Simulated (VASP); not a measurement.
Here is a VASP 6.6.1 calculation.

INCAR

```
SYSTEM = CaBe2O3
  PREC = Accurate
  ENCUT = 520
  EDIFF = 1E-7
  ISMEAR = 0
  SIGMA = 0.1
  LREAL = .FALSE.
  LASPH = .TRUE.
  NELM = 80
  ALGO = Normal
  ISIF = 2
  LWAVE = .FALSE.
  LCHARG = .FALSE.
  GGA = PE
  NBANDS = 25
```

Contents of KPOINTS:

```
Automatic mesh
0
G
  6 6 4
  0 0 0
```

File POSCAR:

```
CaBe2O3
1.0
    3.5953412181     -0.0000000031      0.0000000000
   -1.7976706064      3.1136568317      0.0000000000
    0.0000000000      0.0000000000      7.5821311518
Ca Be O
1 2 3
Direct
    0.6666666667      0.3333333333      0.0000000000
    0.3333333333      0.6666666667      0.3736200697
    0.3333333333      0.6666666667      0.6263799303
    0.6666666667      0.3333333333      0.5000000000
    0.0000000000      0.0000000000      0.0000000000
    0.0000000000      0.0000000000      0.5000000000
```

Potentials or basis: VASP PAW PBE potentials, release 64 (Ca_sv, Be, O).

The run is started by

```bash
$ cat potpaw_PBE.64/Ca_sv/POTCAR potpaw_PBE.64/Be/POTCAR potpaw_PBE.64/O/POTCAR > POTCAR
$ mpirun -np 1 vasp_std > vasp.out
```

(1) What does it give for the pressure?

(2) Estimate the band gap on the k mesh.

(3) What does it give for the largest force?

Results:

(1) 0.3 GPa.

(2) zero (band 16 reaches 3.08 eV, above the bottom of band 17 at 1.26 eV).

(3) 0.027 eV/Å.
